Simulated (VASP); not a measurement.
Write the native input for VASP 6.6.1 that does the following.

```
Task                   : single point
Functional             : PBEsol
Potentials or basis    : VASP PAW PBE potentials, release 64 (Sn_d)
Cutoff                 : 520 eV
k mesh                 : 12 × 12 × 12
Occupations            : fermi-dirac, width 0.15 eV
Spin                   : no spin polarisation
Dipole correction      : no
Further INCAR settings : ALGO = Normal; EDIFF = 1e-06; NBANDS = 21
```

The structure of Sn lies in POSCAR:

```
Sn
1.0
    0.0000000000      3.2931516784      3.2931516784
    3.2931516784      0.0000000000      3.2931516784
    3.2931516784      3.2931516784      0.0000000000
Sn
2
Direct
    0.5000000000      0.5000000000      0.5000000000
    0.7500000000      0.7500000000      0.7500000000
```

This isn't the form of Sn at room conditions, which is tetragonal (white tin).

The input as run:

INCAR

```
  PREC = Accurate
  ENCUT = 520
  EDIFF = 1E-6
  ISMEAR = -1
  SIGMA = 0.15
  LREAL = False
  LASPH = True
  NELM = 100
  ALGO = Normal
  ISIF = 2
  LWAVE = False
  LCHARG = True
  GGA = PS
  LELF = True
  LVHAR = True
  NBANDS = 21
```

KPOINTS

```
Automatic mesh
0
Gamma
  12 12 12
```

Potentials or basis: VASP PAW PBE potentials, release 64 (Sn_d).

Run with:

```console
$ cat potpaw_PBE.64/Sn_d/POTCAR > POTCAR
$ mpirun -np 1 vasp_std > vasp.out
```

It gave:

* Pressure: -0.8 GPa
* Band gap on the k mesh: zero (bands 14 and 15 overlap by 0.23 eV)

Caveat: the PAW data sets were made with another functional, which shifts forces and pressure a little; spin-orbit coupling is left out, which moves the levels of the heavy elements.

It took 35 s on 1 thread of Intel(R) Xeon(R) 6975P-C (Granite Rapids) (shared host), peak memory 0.25 GiB.
